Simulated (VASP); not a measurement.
Input of a VASP 6.6.1 run:

The input POSCAR:

```
Rh
1.0
    0.0000000000      1.9490887500      1.8540112500
    1.9490887500      0.0000000000      1.8540112500
    1.9490887500      1.9490887500      0.0000000000
Rh
1
Direct
    0.0000000000      0.0000000000      0.0000000000
```

File INCAR.step1:

```
PREC = Accurate
ENCUT = 520
ISMEAR = 0
SIGMA = 0.15
LREAL = False
LASPH = True
NELM = 100
NBANDS = 14
GGA = PE
ALGO = Normal
EDIFF = 1E-4
LWAVE = True
LCHARG = False
```

File INCAR.step2:

```
PREC = Accurate
ENCUT = 520
EDIFF = 1E-7
ISMEAR = 0
SIGMA = 0.15
LREAL = False
LASPH = True
NELM = 100
ALGO = Normal
ISIF = 2
LWAVE = False
LCHARG = False
METAGGA = R2SCAN
LMIXTAU = True
NBANDS = 14
ISTART = 1
```

File KPOINTS:

```
regular mesh
0
Gamma
  22 22 22
```

Potentials or basis: VASP PAW PBE potentials, release 64 (Rh_pv).

Launch:

```sh
$ cat potpaw_PBE.64/Rh_pv/POTCAR > POTCAR
$ cp INCAR.step1 INCAR
$ mpirun -np 1 vasp_std > vasp.out
$ cp INCAR.step2 INCAR
$ mpirun -np 1 vasp_std > vasp.out
```

Task: Estimate the band gap on the k mesh.

Result: Zero (an odd number of electrons rules out a gap without spin polarisation).

Task: What does it give for the pressure?

Result: -5.5 GPa.

Stress tensor (GPa, compression positive):
```
-9.13  0.00  0.00
 0.00 -9.13  0.00
 0.00  0.00  1.74
```

Caveat: the cell differs from its parent crystal (strain +0.025 along x and y, -0.025 along z); the cell stands under tension; an empty level that is flat over the whole mesh can mark a ghost state of the potentials, or a narrow d or f band; the PAW data sets were made with another functional, which shifts forces and pressure a little.
